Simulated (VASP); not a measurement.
Wanted: the native input for a VASP 6.6.1 run.

- Task: single point
- Functional: PBE-based screened hybrid
- Potentials or basis: VASP PAW PBE potentials, release 64 (Sr_sv, Te)
- Cutoff: 400 eV
- k mesh: 4 × 4 × 4
- Occupations: gaussian, width 0.01 eV
- Spin: no spin polarisation
- Dipole correction: no
- Grid for exact exchange (PRECFOCK): Normal
- Share of exact exchange: 0.5
- Further INCAR settings: ALGO = Normal; EDIFF = 1e-06; NBANDS = 15
- Screening parameter: 0.3 1/Å

SrTe:

```xyz
2
Lattice="0.0000 3.3528 3.3528 3.3528 0.0000 3.3528 3.3528 3.3528 0.0000" Properties=species:S:1:pos:R:3 pbc="T T T"
Sr    0.0000    0.0000    0.0000
Te    3.3528    3.3528    3.3528
```

The input as run:

POSCAR

```
SrTe
1.0
    0.0000000000      3.3527582052      3.3527582052
    3.3527582052      0.0000000000      3.3527582052
    3.3527582052      3.3527582052      0.0000000000
Sr Te
1 1
Direct
    0.0000000000      0.0000000000      0.0000000000
    0.5000000000      0.5000000000      0.5000000000
```

INCAR.step1

```
SYSTEM = SrTe
PREC     = Accurate       ! precision mode
ENCUT    = 400            ! plane-wave cutoff, eV
EDIFF    = 1E-5           ! SCF threshold, eV
ISMEAR   = 0              ! smearing method
SIGMA    = 0.01           ! smearing width, eV
LREAL    = .False.        ! projectors in reciprocal space
LASPH    = .True.         ! aspherical terms in the spheres
NELM     = 120            ! most SCF steps
ALGO     = Normal         ! electronic algorithm
ISIF     = 2              ! what is computed and relaxed
LWAVE    = .True.         ! write WAVECAR
LCHARG   = .False.        ! write CHGCAR
GGA      = PE             ! functional
NBANDS   = 15             ! bands
GGA_COMPAT= .False.
```

INCAR.step2

```
SYSTEM = SrTe
PREC     = Accurate       ! precision mode
ENCUT    = 400            ! plane-wave cutoff, eV
EDIFF    = 1E-6           ! SCF threshold, eV
ISMEAR   = 0              ! smearing method
SIGMA    = 0.01           ! smearing width, eV
LREAL    = .False.        ! projectors in reciprocal space
LASPH    = .True.         ! aspherical terms in the spheres
NELM     = 120            ! most SCF steps
ALGO     = Normal         ! electronic algorithm
ISIF     = 2              ! what is computed and relaxed
LWAVE    = .False.        ! write WAVECAR
LCHARG   = .False.        ! write CHGCAR
GGA      = PE             ! functional
LHFCALC  = .True.         ! exact exchange
AEXX     = 0.5            ! exact-exchange fraction
HFSCREEN = 0.3            ! screening, 1/A
PRECFOCK = Normal       
ISTART   = 1            
NBANDS   = 15             ! bands
GGA_COMPAT= .False.
```

KPOINTS

```
regular mesh
0
Gamma
  4 4 4
  0 0 0
```

Potentials or basis: VASP PAW PBE potentials, release 64 (Sr_sv, Te).

Launch:

```sh
$ cat potpaw_PBE.64/Sr_sv/POTCAR potpaw_PBE.64/Te/POTCAR > POTCAR
$ cp INCAR.step1 INCAR
$ mpirun -np 1 vasp_std > vasp.out
$ cp INCAR.step2 INCAR
$ mpirun -np 1 vasp_std > vasp.out
```

It gave:

```json
{
  "Pressure": "-0.6 GPa",
  "Band gap on the k mesh": "2.94 eV, indirect (least direct gap 3.79 eV)"
}
```

Caveat: the PAW data sets were made with another functional, which shifts forces and pressure a little; spin-orbit coupling is left out, which moves the levels of the heavy elements.

It took 4 min on 1 thread of Intel(R) Xeon(R) Platinum 8488C (Sapphire Rapids), with other jobs on the host, peak memory 0.27 GiB.
